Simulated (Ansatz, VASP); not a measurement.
## One calculation of VN2, two programs

```
CELL_PARAMETERS angstrom
-2.15075 2.15075 2.49135
2.15075 -2.15075 2.49135
2.15075 2.15075 -2.49135
ATOMIC_POSITIONS crystal
V 0.25000 0.25000 0.00000
V 0.75000 0.75000 0.00000
N 0.11510 0.61510 0.73020
N 0.61510 0.88490 0.50000
N 0.88490 0.38490 0.26980
N 0.38490 0.11510 0.50000
```

Alike in both runs: task single point; functional PBE; k mesh 12 × 12 × 12; occupations gaussian, width 0.1 eV; no spin polarisation.

|  | VASP | Ansatz |
| --- | --- | --- |
| version | VASP 6.6.1 | Ansatz 0.2.0 |
| potentials or method | VASP PAW PBE potentials, release 64 (V_sv, N), cutoff 520 eV | scalar-relativistic, plane waves, PAW |
| valence electrons in the cell | 46 | 46 |

```csv
,VASP,Ansatz,Ansatz less VASP
gap on the k mesh at the Fermi level (eV),none,none,-
pressure (GPa),-0.2,-0.9,-0.68
"traceless stress, the component that is largest in VASP (GPa)",-1.01,-0.89,+0.118
rms of the force components (eV/Å),0.174,0.194,+0.0202
```

Atom by atom the forces differ by 0.020 eV/Å (rms over components). A gap of «none» marks a metal or a gap that the smearing closes.
